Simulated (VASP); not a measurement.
Here is a VASP 6.6.1 calculation.

Contents of INCAR:

```
SYSTEM = Sn3TeO2
PREC = Accurate ; ENCUT = 600
EDIFF = 1E-6 ; ISMEAR = 0
SIGMA = 0.1 ; LREAL = .False.
LASPH = .True. ; NELM = 100
ALGO = Normal ; ISIF = 3
LWAVE = .False. ; LCHARG = .False.
GGA = PE ; IBRION = 2
NSW = 90 ; EDIFFG = -0.04
```

KPOINTS

```
Automatic mesh
0
Gamma
  3 3 6
  0 0 0
```

Contents of POSCAR:

```
Sn3TeO2
1.0
    6.6546711343      0.0000000000      0.0000000000
   -3.3273355672      5.7631142562      0.0000000000
    0.0000000000      0.0000000000      3.3291903848
Sn Te O
3 1 2
Direct
    0.5000000000      0.5000000000      0.5000000000
    0.5000000000      0.0000000000      0.5000000000
    0.0000000000      0.5000000000      0.5000000000
    0.0000000000      0.0000000000      0.0000000000
    0.6666666667      0.3333333333      0.0000000000
    0.3333333333      0.6666666667      0.0000000000
```

Potentials or basis: VASP PAW PBE potentials, release 64 (Sn_d, Te, O).

The run is started by

```sh
$ cat potpaw_PBE.64/Sn_d/POTCAR potpaw_PBE.64/Te/POTCAR potpaw_PBE.64/O/POTCAR > POTCAR
$ mpirun -np 1 vasp_std > vasp.out
```

Problem. What does it give for the band gap on the k mesh?

Solution. Zero (bands 30 and 31 overlap by 1.88 eV).

Problem. Predict the space group after relaxing (to 0.1 Å).

Solution. P6/mmm (No. 191).

Problem. Estimate the relaxed volume.

Solution. 21.39 Å³/atom.

Problem. What does it give for the relaxed cell?

Solution. a = 6.619 Å, b = 6.619 Å, c = 3.382 Å, α = 90.00°, β = 90.00°, γ = 120.00°.

Stress tensor (GPa, compression positive):
```
-0.12  0.00  0.00
 0.00 -0.12  0.00
 0.00  0.00 -0.02
```

Caveat: the k points lie up to 0.37 Å⁻¹ apart in the final cell, too coarse for converged energies and pressures of a metal; spin-orbit coupling is left out, which moves the levels of the heavy elements.
